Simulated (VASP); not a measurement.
Wanted: the native input for a VASP 6.6.1 run.

| Property | Result |
| --- | --- |
| Task | single point |
| Functional | PBEsol |
| Dispersion | D3(BJ) |
| Potentials or basis | VASP PAW PBE potentials, release 64 (Si, O) |
| Cutoff | 520 eV |
| k mesh | 6 × 6 × 6 |
| Occupations | gaussian, width 0.01 eV |
| Spin | no spin polarisation |
| Dipole correction | no |
| Further INCAR settings | ALGO = Normal; EDIFF = 1e-07; NBANDS = 25 |

The structure of SiO2 lies in POSCAR:

```
SiO2
1.0
   -2.3897726436      2.3897726436      3.7687954246
    2.3897726436     -2.3897726436      3.7687954246
    2.3897726436      2.3897726436     -3.7687954246
Si O
2 4
Direct
    0.0000000000      0.0000000000      0.0000000000
    0.7500000000      0.2500000000      0.5000000000
    0.9983800000      0.6250000000      0.8733800000
    0.3750000000      0.2483800000      0.3733800000
    0.7516200000      0.1250000000      0.1266200000
    0.8750000000      0.0016200000      0.6266200000
```

One way to write it, as run:

INCAR

```
SYSTEM = SiO2
PREC = Accurate ; ENCUT = 520
EDIFF = 1E-7 ; ISMEAR = 0
SIGMA = 0.01 ; LREAL = .FALSE.
LASPH = .TRUE. ; NELM = 80
ALGO = Normal ; ISIF = 2
LWAVE = .FALSE. ; LCHARG = .TRUE.
GGA = PS ; IVDW = 12
LELF = .TRUE. ; LVHAR = .TRUE.
NBANDS = 25
```

KPOINTS

```
Automatic mesh
0
G
  6 6 6
  0 0 0
```

Potentials or basis: VASP PAW PBE potentials, release 64 (Si, O).

Launch:

```bash
$ cat potpaw_PBE.64/Si/POTCAR potpaw_PBE.64/O/POTCAR > POTCAR
$ mpirun -np 1 vasp_std > vasp.out
```

Results of the run:

```json
{
 "Pressure": "-2.8 GPa",
 "Largest force": "0.221 eV/Å",
 "Band gap on the k mesh": "5.84 eV",
 "Dispersion energy per atom": "-0.098 eV"
}
```

Caveat: the PAW data sets were made with another functional, which shifts forces and pressure a little.

Run time: 42 s on 1 thread of Intel(R) Xeon(R) 6975P-C (Granite Rapids), with other jobs on the host, peak memory 0.25 GiB.
